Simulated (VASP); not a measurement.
# InH3 (P6/mmm) in VASP: a series of runs

Runs on InH3. Level: PBE. Tasks: relaxation of cell and atoms, single point.

All numbers are computed with VASP 6.6.1; they aren't measurements. Logs are shortened: lines on timing, memory, paths and dates and some standing lists are left out, and cuts for length are marked.

**1. The cell of the first run**

Symmetry: P6/mmm, No. 191, hexagonal system. Conventional cell: a = 3.514 Å, b = 3.514 Å, c = 5.430 Å, α = 90.00°, β = 90.00°, γ = 120.00°. Within 4.3 Å of In (site symmetry 6/mmm) lie 24 H at 3.23 to 4.08 Å and 6 In at 3.51 Å. Within 2.3 Å of H (site symmetry mmm) lie 4 H at 1.76 Å.

The cell was built from a structure type or drawn by symmetry, and may not be a known phase.

**2. Relaxation of cell and atoms, PBE**

Contents of INCAR:

```
  PREC = Accurate
  ENCUT = 600
  EDIFF = 1E-7
  ISMEAR = 0
  SIGMA = 0.1
  LREAL = F
  LASPH = T
  NELM = 60
  ALGO = Normal
  ISIF = 3
  LWAVE = F
  LCHARG = F
  GGA = PE
  IBRION = 2
  NSW = 90
  EDIFFG = -0.04
```

Contents of KPOINTS:

```
Automatic mesh
0
Gamma
  6 6 4
```

Contents of POSCAR:

```
InH3
1.0
    3.5143807100      0.0000000000      0.0000000000
   -1.7571903600      3.0435429800      0.0000000000
    0.0000000000      0.0000000000      5.4296460200
In H
1 3
Direct
    0.0000000000      0.0000000000      0.0000000000
    0.5000000000      0.0000000000      0.5000000000
    0.0000000000      0.5000000000      0.5000000000
    0.5000000000      0.5000000000      0.5000000000
```

Potentials or basis: VASP PAW PBE potentials, release 64 (In_d, H).

Command:

```console
$ cat potpaw_PBE.64/In_d/POTCAR potpaw_PBE.64/H/POTCAR > POTCAR
$ mpirun -np 1 vasp_std > vasp.out
```

OUTCAR:

```text
PREC = Accurate
   ENCUT = 600
   EDIFF = 1E-7
   ISMEAR = 0
   LREAL = F
   LASPH = T
   NELM = 60
   ISIF = 3
   GGA = PE
   IBRION = 2
   NSW = 90
   EDIFFG = -0.04

 ion  position               nearest neighbor table
   1  0.000  0.000  0.000-
   2  0.500  0.000  0.500-
   3  0.000  0.500  0.500-
   4  0.500  0.500  0.500-

  LATTYP: Found a hexagonal cell.
 ALAT       =     3.5143807100
 C/A-ratio  =     1.5449794624

  Lattice vectors:

 A1 = (   3.5143807100,   0.0000000000,   0.0000000000)
 A2 = (  -1.7571903600,   3.0435429800,   0.0000000000)
 A3 = (   0.0000000000,   0.0000000000,   5.4296460200)

Analysis of symmetry for initial positions (statically):
=====================================================================
 Subroutine PRICEL returns:
 Original cell was already a primitive cell.

 Routine SETGRP: Setting up the symmetry group for a
 hexagonal supercell.

 Subroutine GETGRP returns: Found 24 space group operations
 (whereof 24 operations were pure point group operations)
 out of a pool of 24 trial point group operations.

The static configuration has the point symmetry D_6h.

Analysis of symmetry for dynamics (positions and initial velocities):
=====================================================================
 Subroutine PRICEL returns:
 Original cell was already a primitive cell.

 Routine SETGRP: Setting up the symmetry group for a
 hexagonal supercell.

 Subroutine GETGRP returns: Found 24 space group operations
 (whereof 24 operations were pure point group operations)
 out of a pool of 24 trial point group operations.

The dynamic configuration has the point symmetry D_6h.

 Subroutine INISYM returns: Found 24 space group operations
 (whereof 24 operations are pure point group operations),
 and found     1 'primitive' translations

----------------------------------------------------------------------------------------

                                     Primitive cell

  volume of cell :      58.0764

  direct lattice vectors                    reciprocal lattice vectors
     3.514380710  0.000000000  0.000000000     0.284545154  0.164282221  0.000000000
    -1.757190360  3.043542980  0.000000000     0.000000000  0.328564442  0.000000000
     0.000000000  0.000000000  5.429646020     0.000000000  0.000000000  0.184174069
[... 78 lines left out ...]
   ISPIN  =      1    spin polarized calculation?
   LNONCOLLINEAR =      F non collinear calculations
   LSORBIT =      F    spin-orbit coupling
   LASPH  =      T    aspherical Exc in radial PAW
   ENCUT  =  600.0 eV  44.10 Ry    6.64 a.u.   7.02  7.02 10.84*2*pi/ulx,y,z
   NELM   =     60;   NELMIN=  2; NELMDL= -5     # of ELM steps
   EDIFF  = 0.1E-06   stopping-criterion for ELM
   LREAL  =      F    real-space projection
   EDIFFG = -.4E-01   stopping-criterion for IOM
   NSW    =     90    number of steps for IOM
   IBRION =      2    ionic relax: 0-MD 1-quasi-New 2-CG
   NFREE  =      1    steps in history (QN), initial steepest desc. (CG)
   ISIF   =      3    stress and relaxation
   ISYM   =      2    0-nonsym 1-usesym 2-fastsym
   POTIM  = 0.5000    time-step for ionic-motion
   TEBEG  =    0.0;   TEEND  =   0.0 temperature during run
   PSTRESS=    0.0 pullay stress
   NELECT =      16.0000    total number of electrons
   NUPDOWN=      -1.0000    fix difference up-down
   EMIN   =  10.00;   EMAX   =-10.00  energy-range for DOS
   EFERMI =   0.00;   METHOD = LEGACY
   ISMEAR =     0;   SIGMA  =   0.10  broadening in eV -4-tet -1-fermi 0-gaus
   EFERMI_NEDOS =   21; number of points for ismear=-14 and -15
   IALGO  =     38    algorithm
   IMIX   =      4    mixing-type and parameters
     AMIX     =   0.40;   BMIX     =  1.00
     AMIX_MAG =   1.60;   BMIX_MAG =  1.00
  volume/ion in A,a.u.               =      14.52        97.98
  Fermi-wavevector in a.u.,A,eV,Ry     =   1.065242  2.013015 15.439079  1.134740
  Thomas-Fermi vector in A             =   2.200787
   LORBIT       =      0    0 simple, 1 ext, 2 COOP (PROOUT), +10 PAW based schemes
   GGA     = PE    functional components
   LHFCALC =     F    Hartree Fock is set to
   AEXX    =    0.0000 exact exchange contribution
   IVDW    =     0    specifies the selected vdW correction
   LEPSILON=     F    determine dielectric tensor
   LRPA    =     F    only Hartree local field effects (RPA)
 conjugate gradient relaxation of ions
 non-spin polarized calculation
 Gauss-broadening in eV      SIGMA  =   0.10
  energy-cutoff  :      600.00
  volume of cell :       58.08
 maximum number of plane-waves:      1953
 NGX is ok and might be reduce to    28
   NGX = 13   NGY = 13   NGZ = 21

--------------------------------------- Ionic step        1  -------------------------------------------

 number of electron      15.9999997 magnetization

 Free energy of the ion-electron system (eV)
  ---------------------------------------------------
  ext. energy  EPLUGINS =         0.00000000
  ---------------------------------------------------
  free energy    TOTEN  =        -8.58542403 eV

  energy without entropy =       -8.56675291  energy(sigma->0) =       -8.57608847

------------------------ aborting loop because EDIFF is reached ----------------------------------------

  FORCE on cell =-STRESS in cart. coord.  units (eV):
  Direction    XX          YY          ZZ          XY          YZ          ZX
  --------------------------------------------------------------------------------------
  -------------------------------------------------------------------------------------
  Total       -3.9937875     -3.9937875     -1.6258871      0.0000000      0.0000000      0.0000000
  in kB     -110.1782263   -110.1782268    -44.8540040      0.0000002      0.0000000      0.0000000
  external PRESSURE =     -88.4034857 kB  Pullay stress =       0.0000000 kB
[... 417 lines left out ...]
  FREE ENERGIE OF THE ION-ELECTRON SYSTEM (eV)
  ---------------------------------------------------
  free  energy   TOTEN  =        -9.4349091632 eV

  energy  without entropy=       -9.4331464238  energy(sigma->0) =       -9.43402779

[... ionic steps 4 to 8 ...]

--------------------------------------- Ionic step        9  -------------------------------------------

 number of electron      16.0000001 magnetization

------------------------ aborting loop because EDIFF is reached ----------------------------------------
[... 393 lines left out ...]
--------------------------------------- Ionic step       11  -------------------------------------------

 number of electron      15.9999997 magnetization

 Free energy of the ion-electron system (eV)
  ---------------------------------------------------
  ext. energy  EPLUGINS =         0.00000000
  ---------------------------------------------------
  free energy    TOTEN  =        -9.50255742 eV

  energy without entropy =       -9.49888752  energy(sigma->0) =       -9.50072247

 E-fermi :   5.5841     XC(G=0):  -9.9904

 val. band max:        5.4885101775   @ k =   0.3333   0.3333   0.2500
 cond. band min:       5.6001809037   @ k =   0.3333   0.3333   0.5000
 fundamental gap:      0.1116707263
 Fermi energy:         5.5841353911
[... 344 lines left out ...]
  FREE ENERGIE OF THE ION-ELECTRON SYSTEM (eV)
  ---------------------------------------------------
  free  energy   TOTEN  =        -9.5025574221 eV

  energy  without entropy=       -9.4988875243  energy(sigma->0) =       -9.50072247

 reached required accuracy - stopping structural energy minimisation
```

CONTCAR:

```text
InH3
   1.00000000000000
     2.9104454125097781    0.0000000009840141    0.0000000000000000
    -1.4552227095434733    2.5205196662707778    0.0000000000000000
     0.0000000000000000   -0.0000000000000000    5.2603685137283946
  In              H
     1     3
Direct
     0.0000000000000000    1.0000000000000000    0.0000000000000000
     0.5000000000000000    0.0000000000000000    0.5000000000000000
     0.0000000000000000    0.5000000000000000    0.5000000000000000
     0.5000000000000000    0.5000000000000000    0.5000000000000000

  0.00000000E+00  0.00000000E+00  0.00000000E+00
  0.00000000E+00  0.00000000E+00  0.00000000E+00
  0.00000000E+00  0.00000000E+00  0.00000000E+00
  0.00000000E+00  0.00000000E+00  0.00000000E+00
```

It took 66 s on 1 thread of Intel Xeon 6975P-C (Granite Rapids), shared host; peak memory 0.2 GiB.

Results:

```yaml
Free_energy: -9.5026 eV
Relaxed_volume: 9.65 Å³/atom
Relaxed_cell: a = 2.910 Å, b = 2.910 Å, c = 5.260 Å, α = 90.00°, β = 90.00°, γ = 120.00°
Space_group_after_relaxing_to_0.1_Å: P6/mmm (No. 191)
Energy_gained_by_relaxing: 229.3 meV/atom
Ionic_steps: 11
Pressure_after_relaxing: 0.3 GPa
Band_gap_on_the_k_mesh: zero (bands 8 and 9 overlap by 3.74 eV)
```

The path:
```csv
step,energy change (eV),largest force (eV/Å),pressure (GPa),volume (Å³)
1,0.0000,0.0000,-8.84,58.08
2,-0.4024,0.0000,-8.28,51.58
3,-0.8495,0.0000,6.48,34.88
4,-0.8701,0.0000,-1.95,39.89
5,-0.8910,0.0000,-0.40,38.27
6,-0.8956,0.0000,1.31,37.11
7,-0.8956,0.0000,0.67,37.47
8,-0.9104,0.0000,0.94,37.66
9,-0.9130,0.0000,1.29,37.76
10,-0.9130,0.0000,1.37,37.78
11,-0.9171,0.0000,0.30,38.59
```

Final structure:
```xyz
4
Lattice="2.9104 0.0000 0.0000 -1.4552 2.5205 0.0000 0.0000 0.0000 5.2604" Properties=species:S:1:pos:R:3 pbc="T T T"
In   -1.4552    2.5205    0.0000
H     1.4552    0.0000    2.6302
H    -0.7276    1.2603    2.6302
H     0.7276    1.2603    2.6302
```

Caveat: the volume moved by over 15 % at a fixed basis, so the end points are rough; spin-orbit coupling is left out, which moves the levels of the heavy elements.

**3. Single point, PBE**

This run uses another cell than the first one, of 9.63 Å³/atom.

Contents of INCAR:

```
SYSTEM = InH3
PREC     = Accurate       ! precision mode
ENCUT    = 520            ! plane-wave cutoff, eV
EDIFF    = 1E-6           ! SCF threshold, eV
ISMEAR   = 0              ! smearing method
SIGMA    = 0.1            ! smearing width, eV
LREAL    = .False.        ! projectors in reciprocal space
LASPH    = .True.         ! aspherical terms in the spheres
NELM     = 100            ! most SCF steps
ALGO     = Normal         ! electronic algorithm
ISIF     = 2              ! what is computed and relaxed
LWAVE    = .False.        ! write WAVECAR
LCHARG   = .False.        ! write CHGCAR
GGA      = PE             ! functional
NBANDS   = 16             ! bands
```

Contents of KPOINTS:

```
Automatic mesh
0
Gamma
  18 18 10
  0 0 0
```

Contents of POSCAR:

```
InH3
1.0
    2.9824736437      0.0000000000      0.0000000000
   -1.4912368219      2.5828979416      0.0000000000
    0.0000000000      0.0000000000      4.9987331684
In H
1 3
Direct
    0.0000000000      0.0000000000      0.0000000000
    0.5000000000      0.0000000000      0.5000000000
    0.0000000000      0.5000000000      0.5000000000
    0.5000000000      0.5000000000      0.5000000000
```

Potentials or basis: VASP PAW PBE potentials, release 64 (In_d, H).

Command:

```console
$ cat potpaw_PBE.64/In_d/POTCAR potpaw_PBE.64/H/POTCAR > POTCAR
$ mpirun -np 1 vasp_std > vasp.out
```

OUTCAR:

```text
SYSTEM = InH3
   PREC = Accurate
   ENCUT = 520
   EDIFF = 1E-6
   ISMEAR = 0
   LREAL = .False.
   LASPH = .True.
   NELM = 100
   ISIF = 2
   GGA = PE

 ion  position               nearest neighbor table
   1  0.000  0.000  0.000-
   2  0.500  0.000  0.500-
   3  0.000  0.500  0.500-
   4  0.500  0.500  0.500-

  LATTYP: Found a hexagonal cell.
 ALAT       =     2.9824736437
 C/A-ratio  =     1.6760359908

  Lattice vectors:
[... 650 lines left out ...]

  FORCE on cell =-STRESS in cart. coord.  units (eV):
  Direction    XX          YY          ZZ          XY          YZ          ZX
  --------------------------------------------------------------------------------------
  -------------------------------------------------------------------------------------
  Total       -0.0446576     -0.0446576     -0.0392212      0.0000000     -0.0000000      0.0000000
  in kB       -1.8580710     -1.8580710     -1.6318762      0.0000000     -0.0000000      0.0000000
  external PRESSURE =      -1.7826727 kB  Pullay stress =       0.0000000 kB

 VOLUME and BASIS-vectors are now :
 -----------------------------------------------------------------------------
  energy-cutoff  :      520.00
  volume of cell :       38.51
      direct lattice vectors                 reciprocal lattice vectors
     2.982473644  0.000000000  0.000000000     0.335292150  0.193581013  0.000000000
    -1.491236822  2.582897942  0.000000000     0.000000000  0.387162026  0.000000000
     0.000000000  0.000000000  4.998733168     0.000000000  0.000000000  0.200050686

 POSITION                                       TOTAL-FORCE (eV/Angst)
 -----------------------------------------------------------------------------------
      0.00000      0.00000      0.00000         0.000000      0.000000      0.000000
      1.49124      0.00000      2.49937        -0.000000      0.000000      0.000000
     -0.74562      1.29145      2.49937         0.000000      0.000000      0.000000
      0.74562      1.29145      2.49937         0.000000      0.000000      0.000000
 -----------------------------------------------------------------------------------
    total drift:                                0.000000      0.000000      0.000000

  FREE ENERGIE OF THE ION-ELECTRON SYSTEM (eV)
  ---------------------------------------------------
  free  energy   TOTEN  =        -9.5700455010 eV

  energy  without entropy=       -9.5666930266  energy(sigma->0) =       -9.56836926
```

OSZICAR:

```text
N       E                     dE             d eps       ncg     rms          rms(c)
DAV:   1     0.900473704536E+02    0.90047E+02   -0.72663E+03  7184   0.120E+03
DAV:   2    -0.444468663451E+01   -0.94492E+02   -0.88587E+02  8192   0.288E+02
DAV:   3    -0.965648914475E+01   -0.52118E+01   -0.51804E+01  9000   0.627E+01
DAV:   4    -0.977212511491E+01   -0.11564E+00   -0.11561E+00  9096   0.943E+00
DAV:   5    -0.977759346682E+01   -0.54684E-02   -0.54683E-02 10392   0.183E+00    0.338E+00
DAV:   6    -0.959300328937E+01    0.18459E+00   -0.18975E-01 10072   0.608E+00    0.165E+00
DAV:   7    -0.957350642718E+01    0.19497E-01   -0.22253E-02  8808   0.144E+00    0.750E-01
DAV:   8    -0.957000429044E+01    0.35021E-02   -0.92223E-03  9040   0.868E-01    0.132E-01
DAV:   9    -0.957000716680E+01   -0.28764E-05   -0.63738E-04  8888   0.212E-01    0.122E-01
DAV:  10    -0.957003797838E+01   -0.30812E-04   -0.38899E-05  9152   0.439E-02    0.565E-02
DAV:  11    -0.957004509223E+01   -0.71138E-05   -0.23478E-05  8624   0.522E-02    0.224E-02
DAV:  12    -0.957004550100E+01   -0.40878E-06   -0.31806E-06  8256   0.990E-03
   1 F= -.95700455E+01 E0= -.95683693E+01  d E =-.335247E-02
```

stdout:

```text
POSCAR found type information on POSCAR InH
 POSCAR found :  2 types and       4 ions
 scaLAPACK will be used
 LDA part: xc-table for (Slater+PW92), standard interpolation
 POSCAR, INCAR and KPOINTS ok, starting setup
 FFT: planning ... GRIDC
 FFT: planning ... GRID_SOFT
 FFT: planning ... GRID
 WAVECAR not read
 entering main loop
```

Wall time 36 s (1 thread of Intel Xeon 6975P-C (Granite Rapids), shared host); peak memory 0.25 GiB.

What came out:

```
Free energy            : -9.5700 eV
Pressure               : -0.2 GPa
Band gap on the k mesh : zero (bands 8 and 9 overlap by 5.04 eV)
```

Caveat: spin-orbit coupling is left out, which moves the levels of the heavy elements.

**4. Relaxation of cell and atoms, PBE**

This run uses another cell than the first one, of 9.77 Å³/atom.

Contents of INCAR:

```
PREC = Accurate
ENCUT = 600
EDIFF = 1E-7
ISMEAR = 0
SIGMA = 0.1
LREAL = F
LASPH = T
NELM = 60
ALGO = Normal
ISIF = 3
LWAVE = F
LCHARG = F
GGA = PE
IBRION = 2
NSW = 100
EDIFFG = -0.01
```

Contents of KPOINTS:

```
Automatic mesh
0
Gamma
  18 18 10
```

Contents of POSCAR:

```
InH3
1.0
    2.9146778464      0.0000000000      0.0000000000
   -1.4573389232      2.5241850588      0.0000000000
    0.0000000000      0.0000000000      5.3138428241
In H
1 3
Direct
    0.0000000000      0.0000000000      0.0000000000
    0.5000000000      0.0000000000      0.5000000000
    0.0000000000      0.5000000000      0.5000000000
    0.5000000000      0.5000000000      0.5000000000
```

Command:

```console
$ cat potpaw_PBE.64/In_d/POTCAR potpaw_PBE.64/H/POTCAR > POTCAR
$ mpirun -np 1 vasp_std > vasp.out
```

It took 4.1 min on 1 thread of Intel Xeon 6975P-C (Granite Rapids), shared host; peak memory 0.28 GiB.

Results (log left out):

```yaml
Free_energy: -9.5703 eV
Relaxed_volume: 9.63 Å³/atom
Relaxed_cell: a = 2.983 Å, b = 2.983 Å, c = 4.997 Å, α = 90.00°, β = 90.00°, γ = 120.00°
Space_group_after_relaxing_to_0.1_Å: P6/mmm (No. 191)
Energy_gained_by_relaxing: 4.3 meV/atom
Ionic_steps: 11
Pressure_after_relaxing: -0.1 GPa
Band_gap_on_the_k_mesh: zero (bands 8 and 9 overlap by 5.05 eV)
```

Stress tensor (GPa, compression positive):
```
-0.09  0.00  0.00
 0.00 -0.09  0.00
 0.00  0.00  0.02
```

Step by step:
| step | energy change (eV) | largest force (eV/Å) | pressure (GPa) | volume (Å³) |
| --- | --- | --- | --- | --- |
| 1 | 0.0000 | 0.0000 | 1.81 | 39.09 |
| 2 | -0.0073 | 0.0000 | 0.71 | 39.72 |
| 3 | -0.0093 | 0.0000 | -0.29 | 40.34 |
| 4 | -0.0093 | 0.0000 | -0.17 | 40.27 |
| 5 | -0.0096 | 0.0000 | -0.18 | 40.21 |
| 6 | -0.0104 | 0.0000 | -0.18 | 40.04 |
| 7 | -0.0119 | 0.0000 | -0.16 | 39.69 |
| 8 | -0.0158 | 0.0000 | -0.06 | 38.98 |
| 9 | -0.0072 | 0.0000 | 0.19 | 37.52 |
| 10 | -0.0171 | 0.0000 | -0.05 | 38.65 |
| 11 | -0.0172 | 0.0000 | -0.05 | 38.50 |

Final structure:
```xyz
4
Lattice="2.9828 0.0000 0.0000 -1.4914 2.5832 0.0000 0.0000 0.0000 4.9970" Properties=species:S:1:pos:R:3 pbc="T T T"
In    0.0000    0.0000    0.0000
H     0.0000    2.5832    2.4985
H     2.2371    1.2916    2.4985
H     0.7457    1.2916    2.4985
```

Levels at points of the mesh, in eV from the Fermi level:
| k point | band 6 | band 7 | band 8 | band 9 | band 10 | band 11 |
| --- | --- | --- | --- | --- | --- | --- |
| (0.00, 0.00, 0.00) | -11.15 | -6.64 | -1.95 | 6.65 | 6.65 | 12.54 |
| (0.50, 0.00, 0.00) | -6.39 | -4.54 | -1.52 | -0.25 | 3.24 | 4.23 |
| (0.00, 0.00, 0.50) | -10.30 | -8.85 | 1.86 | 6.64 | 6.64 | 6.79 |
| (0.50, 0.00, 0.50) | -5.89 | -3.83 | -2.77 | -2.40 | 4.66 | 5.88 |

Caveat: spin-orbit coupling is left out, which moves the levels of the heavy elements.

**5. Summary**

| task | cell | k mesh | cutoff (eV) | gap on the mesh (eV) | pressure (GPa) | relaxed volume (Å³/atom) |
| --- | --- | --- | --- | --- | --- | --- |
| relaxation of cell and atoms | relaxed from a = 3.514, b = 3.514, c = 5.430 Å, angles 90.0, 90.0, 120.0°, 4 atoms | 6 × 6 × 4 | 600 | none | 0.3 | 9.65 |
| single point | a = 2.982, b = 2.982, c = 4.999 Å, angles 90.0, 90.0, 120.0°, 4 atoms | 18 × 18 × 10 | 520 | none | -0.2 | - |
| relaxation of cell and atoms | relaxed from a = 2.915, b = 2.915, c = 5.314 Å, angles 90.0, 90.0, 120.0°, 4 atoms | 18 × 18 × 10 | 600 | none | -0.1 | 9.63 |

Alike in all rows: level PBE; potentials or basis VASP PAW PBE potentials, release 64 (In_d, H); no spin polarisation; smearing gaussian 0.1 eV.

Caveats: spin-orbit coupling is left out, which moves the levels of the heavy elements; the volume moved by over 15 % at a fixed basis, so the end points are rough (at least some runs).

Absolute energies hang on the potentials; compare differences alone.
